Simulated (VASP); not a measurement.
A run of VASP 6.6.1 is set up as follows.

File INCAR:

```
ALGO = Fast
EDIFF = 1E-6
ENCUT = 520
GGA = PE
ISIF = 2
ISMEAR = 0
ISPIN = 2
LASPH = True
LCHARG = True
LELF = True
LMAXMIX = 4
LORBIT = 11
LREAL = False
LVHAR = True
LWAVE = False
MAGMOM = 4 4 0
NBANDS = 24
NELM = 150
PREC = Accurate
SIGMA = 0.1
```

File KPOINTS:

```
k-points
0
Gamma
  6 6 6
```

Contents of POSCAR:

```
Fe2Pt
1.0
    4.1864309029      0.0000000000      0.0000000000
   -2.0932154515      3.6255555131      0.0000000000
    0.0000000000      0.0000000000      2.6480872842
Fe Pt
2 1
Direct
    0.3333333333      0.6666666667      0.3861203375
    0.6666666667      0.3333333333      0.6138796625
    0.0000000000      0.0000000000      0.0000000000
```

Potentials or basis: VASP PAW PBE potentials, release 64 (Fe, Pt).

Launch:

```console
$ cat potpaw_PBE.64/Fe/POTCAR potpaw_PBE.64/Pt/POTCAR > POTCAR
$ mpirun -np 1 vasp_std > vasp.out
```

Problem. Predict the site moments.

Solution. Fe +2.77; Pt +0.41 μB.

Problem. Predict the pressure.

Solution. -0.2 GPa.

Problem. Estimate the net moment.

Solution. 5.98 μB per cell.

Problem. Estimate the band gap on the k mesh.

Solution. Zero (filled and empty bands overlap).

Stress tensor (GPa, compression positive):
```
-0.05  0.00  0.00
 0.00 -0.05  0.00
 0.00  0.00 -0.45
```

Caveat: the k points lie up to 0.40 Å⁻¹ apart; spin-orbit coupling is left out, which moves the levels of the heavy elements.
